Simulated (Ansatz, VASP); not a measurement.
## P in VASP and in Ansatz

INCAR

```
SYSTEM = P
ALGO = Normal ; EDIFF = 1E-6
ENCUT = 520 ; GGA = PS
ISIF = 2 ; ISMEAR = -1
LASPH = .True. ; LCHARG = .False.
LREAL = .False. ; LWAVE = .False.
NBANDS = 18 ; NELM = 80
PREC = Accurate ; SIGMA = 0.05
```

Contents of KPOINTS:

```
k-points
0
Gamma
  8 1 6
  0 0 0
```

The input POSCAR:

```
P
1.0
    3.2837277200      0.0000000000      0.0000000000
    0.0000000000     34.8570309900      0.0000000000
    0.0000000000      0.0000000000      4.6320847100
P
4
Direct
    0.5012240000      0.9711420000      0.9154370000
    0.4966880000      0.0305910000      0.0847350000
    0.0075000000      0.0287940000      0.4114240000
   -0.0118830000      0.9699380000      0.5999270000
```

Contents of input.yaml:

```yaml
crystal:
  lattice:
    - [3.28372772, 0.0, 0.0]
    - [0.0, 34.85703099, 0.0]
    - [0.0, 0.0, 4.63208471]
  atoms:
    - { symbol: P, position: [0.501224, 0.971142, 0.915437] }
    - { symbol: P, position: [0.496688, 0.030591, 0.084735] }
    - { symbol: P, position: [0.0075, 0.028794, 0.411424] }
    - { symbol: P, position: [-0.011883, 0.969938, 0.599927] }
kpoints:
  mp_grid: { grid: [8, 1, 6] }
scf:
  occupations: { method: fermi_dirac, width: 0.05 }
hamiltonian:
  xc: pbesol
  pseudopotentials: { kind: all_electron, lapw: { basis_error: 0.001 } }
output:
  forces: true
  stress: true
  eigenvalues: true
  populations: true
```

Change from the starting cell: atoms moved at random, drawn with an rms of 0.05 Å.

Alike in both runs: task single point; functional PBEsol; k mesh 8 × 1 × 6; occupations fermi-dirac, width 0.05 eV; no spin polarisation.

```csv
,VASP,Ansatz
version,VASP 6.6.1,Ansatz 0.2.0
potentials or method,"VASP PAW PBE potentials, release 64 (P), cutoff 520 eV","all-electron LAPW, scalar-relativistic"
```

|  | VASP | Ansatz | Ansatz less VASP |
| --- | --- | --- | --- |
| gap on the k mesh at the Fermi level (eV) | 1.04 | 1.03 | -0.018 |
| least direct gap on the mesh (eV) | 1.05 | 1.04 | -0.011 |
| rms of the force components (eV/Å) | 0.340 | 0.342 | +0.0025 |

VASP's potentials were made for PBE, not for PBEsol. Atom by atom the forces differ by 0.010 eV/Å (rms over components). Ansatz ran all-electron here, and VASP with PAW potentials.
